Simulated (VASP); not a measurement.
AgB2Au:

```xyz
4
Lattice="3.1646 0.0000 0.0000 0.0000 3.2729 0.0000 0.0000 0.0000 5.6743" Properties=species:S:1:pos:R:3 pbc="T T T"
Ag    1.5823    0.0000    0.0000
B     0.0000    0.0000    3.7515
B     0.0000    0.0000    1.9228
Au    1.5823    0.0000    2.8371
```

```yaml
Program: VASP 6.6.1
Task: relaxation of cell and atoms
Functional: PBE
Potentials_or_basis: VASP PAW PBE potentials, release 64 (Ag, B, Au)
Cutoff: 600 eV
k_mesh: 6 × 6 × 4
Occupations: gaussian, width 0.1 eV
Spin: no spin polarisation
```

At the start: pressure 48.2 GPa; volume 14.69 Å³/atom.

**Question.** How do energy, volume and symmetry change on relaxing?

**Answer.** Over 35 steps the energy falls by 937.5 meV/atom and the volume is 22.61 Å³/atom (+53.9 %); space group Pmmm (No. 47, to 0.05 Å).

The path:
| step | energy change (eV) | largest force (eV/Å) | pressure (GPa) | volume (Å³) |
| --- | --- | --- | --- | --- |
| 1 | 0.0000 | 5.9990 | 48.24 | 58.77 |
| 2 | 1.0239 | 1.2155 | -15.35 | 100.67 |
| 3 | -3.1265 | 0.6670 | -9.06 | 73.15 |
| 4 | -3.1999 | 0.3546 | -6.58 | 71.64 |
| 5 | -3.2204 | 0.0776 | -4.10 | 70.38 |
| 6 | -3.5936 | 0.2882 | -1.67 | 67.02 |
| 7 | -3.6688 | 0.3295 | 0.26 | 65.46 |
| 8 | -3.6740 | 0.3054 | 1.59 | 64.69 |
| 9 | -3.6752 | 0.3161 | 1.17 | 64.92 |
| 10 | -3.6890 | 0.3353 | 0.07 | 65.86 |
| 11 | -3.6918 | 0.3040 | -0.64 | 66.51 |
| 12 | -3.6992 | 0.1276 | -0.19 | 66.76 |
| 13 | -3.7015 | 0.0577 | 0.26 | 66.99 |
| 14 | -3.7047 | 0.0455 | 0.28 | 67.12 |
| 15 | -3.7057 | 0.0363 | 0.31 | 67.24 |
| 16 | -3.7064 | 0.0095 | 0.12 | 67.43 |
| 17 | -3.7074 | 0.0687 | -0.45 | 67.99 |
| 18 | -3.7077 | 0.0681 | -0.43 | 68.04 |
| 19 | -3.7087 | 0.0664 | -0.38 | 68.16 |
| 20 | -3.7105 | 0.0623 | -0.25 | 68.42 |
| 21 | -3.7132 | 0.0563 | 0.05 | 68.92 |
| 22 | -3.7161 | 0.0692 | 0.67 | 69.91 |
| 23 | -3.7091 | 0.0499 | 2.31 | 71.80 |
| 24 | -3.7163 | 0.0718 | 0.86 | 70.19 |
| 25 | -3.7174 | 0.0907 | 0.79 | 70.55 |
| 26 | -3.7206 | 0.1451 | 0.59 | 71.63 |
| 27 | -3.7250 | 0.2070 | 0.34 | 73.77 |
| 28 | -3.7306 | 0.3185 | 0.12 | 78.04 |
| 29 | -3.7350 | 0.3473 | 0.16 | 86.49 |
| 30 | -3.7367 | 0.3587 | 0.03 | 82.88 |
| 31 | -3.7411 | 0.2881 | 0.28 | 84.47 |
| 32 | -3.7434 | 0.1858 | 0.69 | 86.87 |
| 33 | -3.7467 | 0.1859 | 0.31 | 87.96 |
| 34 | -3.7490 | 0.1609 | -0.37 | 90.04 |
| 35 | -3.7499 | 0.0230 | -0.07 | 90.44 |

Final structure:
```
Ag B Au
1.0
     3.77503    0.00000    0.00000
     0.00000    4.57929    0.00000
     0.00000    0.00000    5.23183
Ag B Au
1 2 1
Cartesian
  1.8875 4.5793 5.2318
  0.0000 4.5793 3.5000
  0.0000 0.0000 1.7318
  1.8875 4.5793 2.6159
```

Caveat: the volume moved by over 15 % at a fixed basis, so the end points are rough.
